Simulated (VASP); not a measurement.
# AlSi62 (a cell with a defect) in VASP: a series of runs, part 3 of 3

VASP 6.6.1.

### 4 Single point, LDA, collinear spin, zero start

Contents of INCAR:

```
SYSTEM = AlSi62
ALGO = Normal ; EDIFF = 1E-7
ENCUT = 520 ; ISIF = 2
ISMEAR = 0 ; ISPIN = 2
LASPH = .TRUE. ; LCHARG = .FALSE.
LORBIT = 11 ; LREAL = Auto
LWAVE = .FALSE. ; MAGMOM = 0 0 0 0 0 0 0 0 0 0 0 0 0 0 0 0 0 0 0 0 0 0 0 0 0 0 0 0 0 0 0 0 0 0 0 0 0 0 0 0 0 0 0 0 0 0 0 0 0 0 0 0 0 0 0 0 0 0 0 0 0 0 0
NBANDS = 166 ; NELECT = 249.0
NELM = 150 ; PREC = Accurate
SIGMA = 0.02
```

Contents of KPOINTS:

```
k-points
0
G
  1 1 1
  0 0 0
```

Contents of POSCAR:

```
AlSi62
1.0
   10.8600000000      0.0000000000      0.0000000000
    0.0000000000     10.8600000000      0.0000000000
    0.0000000000      0.0000000000     10.8600000000
Si Al
62 1
Direct
    0.4993230203      0.0006448435      0.0002755064
    0.6248646409      0.1230162983      0.1258850829
    0.7484491713      0.2486586556      0.0014432781
    0.8822071823      0.3696730203      0.1181616943
    0.7510557090     -0.0023767035      0.2493045120
    0.8744749540      0.1230137201      0.3754979742
   -0.0006741252     -0.0001709945      0.0010350829
    0.1241421731      0.1250283610      0.1258116022
    0.2437284530      0.2562436464      0.0026605893
    0.3749440147      0.3758301105      0.1258088398
    0.5001459484      0.5006435543      0.0010333333
    0.6285373849      0.6234313076      0.1238169429
    0.7558768877      0.7440941068     -0.0026208103
    0.8765411602      0.8714336096      0.1238159300
    0.2519724678      0.0000959484      0.2509616943
    0.3742267035      0.1257432781      0.3770643646
    0.4998735727      0.2479973297      0.2509601289
    0.6263835175      0.3755158379      0.3739757827
    0.7558742173      0.4969946593      0.2444858195
    0.8765442910      0.6234307551      0.3718190608
    0.4998780847      0.0000951197      0.5004817680
    0.6232935543      0.1257435543      0.6261351750
    0.7493962247      0.2479956722      0.5004844383
    0.8745482505      0.3758307551      0.6254116022
    0.7493989871      0.0000972376      0.7483877532
    0.8745521179      0.1250304788      0.8762159300
    0.1302919890      0.6177491713      0.1181358195
    0.2513127072      0.7515231123      0.0014358195
    0.3769535912      0.8751046041      0.1258903315
   -0.0010755064      0.2486577348      0.2519230203
    0.1256699816      0.3743105893      0.3748886740
    0.2513107735      0.5010489871      0.2519116022
    0.3769543278      0.6255018416      0.3754904236
    0.5023518416      0.7489189687      0.2493079190
    0.6255570902      0.8744216390      0.3748100368
    0.0000872007      0.0006444751      0.5010397790
    0.1230403315      0.1300094843      0.6303931860
    0.2485117864      0.2514647330      0.5027553407
    0.3699987109      0.3769268877      0.6303705341
    0.4993398711      0.4998913444      0.5010217311
    0.6248702578      0.6255061694      0.6234044199
    0.7510619705      0.7489202578      0.4980134438
    0.8744784530      0.8751047882      0.6234146409
    0.2485082873      0.0023734807      0.7518523941
    0.3699674033      0.1300077348      0.8773235727
    0.4976125230      0.2514648250      0.7518604052
    0.6254814917      0.3743112339      0.8746982505
    0.7484488950      0.5010508287      0.7490478821
    0.8822224678      0.6177471455      0.8700702578
    0.0029800184      0.7440958564      0.2444796501
    0.1244556169      0.8735921731      0.3739768877
   -0.0006742173      0.5006435543      0.5002127072
    0.1241423573      0.6254271639      0.6254081952
    0.2519743094      0.7505787293      0.5004810313
    0.3742272560      0.8766840700      0.6261302026
   -0.0023020258      0.2562455801      0.7566268877
    0.2437971455      0.5022994475      0.7565632597
    0.3749531308      0.6254255985      0.8762139963
    0.4998813996      0.7505828729      0.7483828729
    0.6263825967      0.8735939227      0.8759045120
   -0.0010698895      0.7515227440      0.7490593002
    0.1256716390      0.8745046041      0.8746971455
    0.0340866483      0.4658426335     -0.0337247698
```

The run is started by

```
> cat potpaw_LDA.64/Si/POTCAR potpaw_LDA.64/Al/POTCAR > POTCAR
> mpirun -np 1 vasp_gam > vasp.out
```

It took 23 min on 1 thread of Intel Xeon 8259CL, shared host; peak memory 0.93 GiB.

The run converged. Its results:

```yaml
Free_energy: -375.7635 eV
Largest_force: 0.030 eV/Å
Net_moment: 0.00 μB per cell
Valence_electrons_inside_the_program's_atomic_spheres: Si 1.69, 1.70, 1.71, 1.64, 1.68 (each value once); Al 0.75
```

Forces in eV/Å, atoms in the order of the input:
```
Si  -0.001  0.001 -0.001
Si  -0.001  0.000  0.004
Si   0.000  0.000 -0.004
Si  -0.006  0.000  0.006
Si   0.001 -0.001 -0.001
Si  -0.004  0.000  0.001
Si   0.000 -0.001  0.000
Si  -0.001 -0.004  0.006
Si  -0.007  0.007 -0.003
Si   0.003  0.001  0.005
Si   0.001  0.000  0.001
Si  -0.002  0.001  0.001
Si   0.000  0.000 -0.001
Si  -0.001  0.003  0.001
Si  -0.002  0.000 -0.002
Si  -0.001  0.001  0.002
Si   0.000  0.002 -0.002
Si   0.002 -0.001 -0.002
Si   0.000  0.000 -0.001
Si  -0.002  0.002  0.002
Si  -0.002  0.001  0.003
Si  -0.003  0.001  0.001
Si   0.001  0.003  0.000
Si  -0.005  0.000 -0.002
Si   0.002  0.000  0.003
Si  -0.004 -0.003  0.002
Si   0.000  0.007  0.006
Si   0.000  0.000 -0.003
Si   0.000  0.001  0.004
Si   0.002 -0.001 -0.001
Si   0.001 -0.001  0.000
Si   0.001 -0.002 -0.001
Si   0.000  0.003  0.000
Si   0.001 -0.001 -0.001
Si  -0.002  0.001  0.000
Si   0.003 -0.001  0.000
Si   0.005 -0.003 -0.003
Si   0.001 -0.001  0.002
Si   0.003 -0.005 -0.003
Si   0.001 -0.002  0.000
Si   0.000  0.003 -0.002
Si   0.001 -0.001  0.000
Si  -0.003  0.001 -0.001
Si   0.002  0.001 -0.002
Si   0.003 -0.004 -0.005
Si  -0.001 -0.002 -0.002
Si   0.000  0.000 -0.001
Si   0.001 -0.003 -0.001
Si  -0.006  0.006  0.000
Si   0.001  0.000 -0.001
Si   0.001 -0.002 -0.001
Si  -0.002  0.001  0.000
Si  -0.001  0.005 -0.003
Si  -0.003 -0.001  0.000
Si  -0.001  0.002  0.001
Si   0.004  0.007  0.006
Si  -0.008 -0.004  0.007
Si   0.004  0.005  0.002
Si   0.000 -0.002  0.003
Si   0.002 -0.002 -0.001
Si   0.003 -0.001 -0.001
Si   0.000  0.000 -0.001
Al   0.017 -0.017 -0.017
```

Levels at points of the mesh, in eV from the Fermi level:
Spin up:
```csv
k point,band 121,band 122,band 123,band 124,band 125,band 126,band 127,band 128,band 129,band 130
"(0.00, 0.00, 0.00)",-0.58,-0.58,-0.20,-0.20,0.00,0.66,0.66,0.81,0.81,0.85
```
Spin down:
| k point | band 121 | band 122 | band 123 | band 124 | band 125 | band 126 | band 127 | band 128 | band 129 | band 130 |
| --- | --- | --- | --- | --- | --- | --- | --- | --- | --- | --- |
| (0.00, 0.00, 0.00) | -0.58 | -0.58 | -0.20 | -0.20 | 0.00 | 0.66 | 0.66 | 0.81 | 0.81 | 0.85 |

Caveat: the k points lie up to 0.58 Å⁻¹ apart; the cell carries a net charge on a neutralising background, which shifts energy and pressure; the cell is charged against a uniform background, so pressure and absolute levels hang on convention; no moment was typed at the start, so none could form.

### 5 Single point, LDA, collinear spin, zero start

Contents of INCAR:

```
SYSTEM = AlSi62
  PREC = Accurate
  ENCUT = 520
  EDIFF = 1E-7
  ISMEAR = 0
  SIGMA = 0.02
  LREAL = Auto
  LASPH = .TRUE.
  NELM = 150
  ALGO = Normal
  ISIF = 2
  LWAVE = .FALSE.
  LCHARG = .FALSE.
  ISPIN = 2
  MAGMOM = 0 0 0 0 0 0 0 0 0 0 0 0 0 0 0 0 0 0 0 0 0 0 0 0 0 0 0 0 0 0 0 0 0 0 0 0 0 0 0 0 0 0 0 0 0 0 0 0 0 0 0 0 0 0 0 0 0 0 0 0 0 0 0
  LORBIT = 11
  GGA = CA
  NBANDS = 166
  NELECT = 249.0
```

Contents of KPOINTS:

```
regular mesh
0
G
  1 1 1
  0 0 0
```

Contents of POSCAR:

```
AlSi62
1.0
   10.8600000000      0.0000000000      0.0000000000
    0.0000000000     10.8600000000      0.0000000000
    0.0000000000      0.0000000000     10.8600000000
Si Al
62 1
Direct
    0.4990531308      0.0009288214     -0.0003703499
    0.6252411602      0.1230915285      0.1263953039
    0.7493992634      0.2486480663      0.0005825046
    0.8858355433      0.3709491713      0.1144081952
    0.7515116022     -0.0031130755      0.2487289134
    0.8738447514      0.1230911602      0.3750000921
   -0.0004886740     -0.0001759669      0.0007289134
    0.1251448435      0.1244069982      0.1259151934
    0.2398429098      0.2601396869      0.0029024862
    0.3755759669      0.3748374770      0.1259147330
    0.5001591160      0.5004700737      0.0007296501
    0.6292620626      0.6228945672      0.1231533149
    0.7576579190      0.7423232044     -0.0036405157
    0.8770872007      0.8707199816      0.1231518416
    0.2520194291     -0.0001506446      0.2512627072
    0.3740392265      0.1259439227      0.3776695212
    0.5001336096      0.2479629834      0.2512620626
    0.6267563536      0.3752266114      0.3734841621
    0.7576601289      0.4961013812      0.2425809392
    0.8770887661      0.6228953959      0.3709771639
    0.4999673112      0.0000149171      0.5002734807
    0.6225703499      0.1259433702      0.6262030387
    0.7489770718      0.2479620626      0.5001073665
    0.8743249540      0.3748377532      0.6246631676
    0.7489784530     -0.0001512891      0.7482214549
    0.8743269797      0.1244073665      0.8750943831
    0.1290318600      0.6141473297      0.1144031308
    0.2513346225      0.7505852670      0.0005815838
    0.3768917127      0.8747413444      0.1263970534
   -0.0003395028      0.2486482505      0.2508458564
    0.1259564457      0.3740294659      0.3747312155
    0.2513339779      0.5003244015      0.2508423573
    0.3768906077      0.6261399632      0.3749991713
    0.5030971455      0.7484722836      0.2487307551
    0.6256429098      0.8743428177      0.3746006446
    0.0006112339      0.0009285451      0.5011873849
    0.1218474217      0.1318589319      0.6321139963
    0.2483774401      0.2516077348      0.5036805709
    0.3681337937      0.3781352670      0.6321101289
    0.4990587477      0.4993732965      0.5011825967
    0.6252426335      0.6261401473      0.6233498158
    0.7515137201      0.7484720994      0.4971453039
    0.8738467772      0.8747408840      0.6233517495
    0.2483754144      0.0034255064      0.7518651013
    0.3681254144      0.1318589319      0.8783941989
    0.4965622468      0.2516075506      0.7518675875
    0.6255127072      0.3740292818      0.8742875691
    0.7493986188      0.5003241252      0.7489069982
    0.8858367403      0.6141469613      0.8712099448
    0.0038812155      0.7423244015      0.2425805709
    0.1247555249      0.8732285451      0.3734858195
   -0.0004889503      0.5004705341      0.5000811234
    0.1251442910      0.6256557090      0.6246651934
    0.2520179558      0.7510053407      0.5001075506
    0.3740373849      0.8774129834      0.6262022099
   -0.0026614180      0.2601401473      0.7603949355
    0.2398573665      0.5026462247      0.7603837017
    0.3755766114      0.6256561694      0.8750954880
    0.5001328729      0.7510060773      0.7482211786
    0.6267539595      0.8732286372      0.8754850829
   -0.0003385820      0.7505848987      0.7489103131
    0.1259568140      0.8744746777      0.8742869245
    0.0544697974      0.4455013812     -0.0542283610
```

The run is started by

```
> cat potpaw_LDA.64/Si/POTCAR potpaw_LDA.64/Al/POTCAR > POTCAR
> mpirun -np 1 vasp_gam > vasp.out
```

Wall time 25 min (1 thread of Intel Xeon 8259CL, shared host); peak memory 0.93 GiB.

The run converged. Its results:

```
Free energy                                           : -375.7792 eV
Largest force                                         : 0.038 eV/Å
Net moment                                            : 0.00 μB per cell
Valence electrons inside the program's atomic spheres : Si 1.68, 1.70, 1.66, 1.65 (each value once); Al 0.72
```

Forces on the atoms (eV/Å):
```
Si  -0.002  0.003  0.000
Si   0.001  0.001 -0.007
Si   0.000  0.000  0.001
Si  -0.001  0.005  0.001
Si   0.002  0.001 -0.002
Si   0.007  0.001 -0.001
Si  -0.001  0.000  0.001
Si  -0.005 -0.001  0.001
Si   0.000  0.000 -0.008
Si   0.000  0.005  0.000
Si   0.000  0.001  0.002
Si  -0.001  0.001  0.001
Si  -0.003  0.003 -0.002
Si  -0.001  0.001  0.001
Si   0.001  0.002 -0.002
Si  -0.002  0.002 -0.002
Si  -0.002 -0.002 -0.002
Si   0.002  0.008 -0.002
Si  -0.003 -0.002  0.003
Si  -0.001  0.001  0.001
Si  -0.004  0.001  0.004
Si   0.002  0.002  0.002
Si   0.002 -0.002  0.002
Si   0.000  0.005  0.000
Si   0.002  0.002 -0.001
Si  -0.001 -0.001  0.005
Si  -0.004  0.001  0.001
Si   0.000  0.001  0.002
Si  -0.001 -0.001 -0.007
Si  -0.001  0.000  0.000
Si   0.002 -0.002 -0.001
Si   0.000  0.001  0.000
Si  -0.001 -0.006  0.000
Si   0.000 -0.001 -0.002
Si   0.003 -0.003 -0.003
Si   0.000  0.003  0.002
Si  -0.002  0.003  0.003
Si  -0.002  0.002  0.004
Si  -0.003  0.002  0.003
Si  -0.002  0.001  0.002
Si   0.000 -0.006  0.001
Si   0.002 -0.001  0.000
Si   0.007 -0.001  0.001
Si  -0.001  0.004  0.001
Si  -0.003  0.003  0.002
Si  -0.004  0.002  0.002
Si   0.001 -0.002 -0.002
Si   0.000  0.001  0.000
Si  -0.001  0.001  0.004
Si   0.002  0.003  0.003
Si  -0.009 -0.002 -0.003
Si  -0.002  0.001  0.000
Si  -0.006 -0.001  0.000
Si   0.001 -0.002  0.002
Si  -0.002 -0.001  0.002
Si   0.008  0.000  0.000
Si   0.000 -0.009  0.000
Si   0.000 -0.001  0.006
Si  -0.002 -0.002 -0.001
Si   0.003 -0.002  0.009
Si  -0.002  0.001  0.000
Si   0.002 -0.001 -0.002
Al   0.022 -0.022 -0.022
```

Levels at points of the mesh, in eV from the Fermi level:
Spin up:
```csv
k point,band 121,band 122,band 123,band 124,band 125,band 126,band 127,band 128
"(0.00, 0.00, 0.00)",-0.47,-0.47,-0.30,-0.30,0.00,0.62,0.62,0.79
```
Spin down:
```tsv
k point	band 120	band 121	band 122	band 123	band 124	band 125	band 126	band 127	band 128	band 129
(0.00, 0.00, 0.00)	-0.98	-0.47	-0.47	-0.30	-0.30	0.00	0.62	0.62	0.79	0.79
```

Caveat: the k points lie up to 0.58 Å⁻¹ apart; the cell carries a net charge on a neutralising background, which shifts energy and pressure; the cell is charged against a uniform background, so pressure and absolute levels hang on convention; no moment was typed at the start, so none could form.
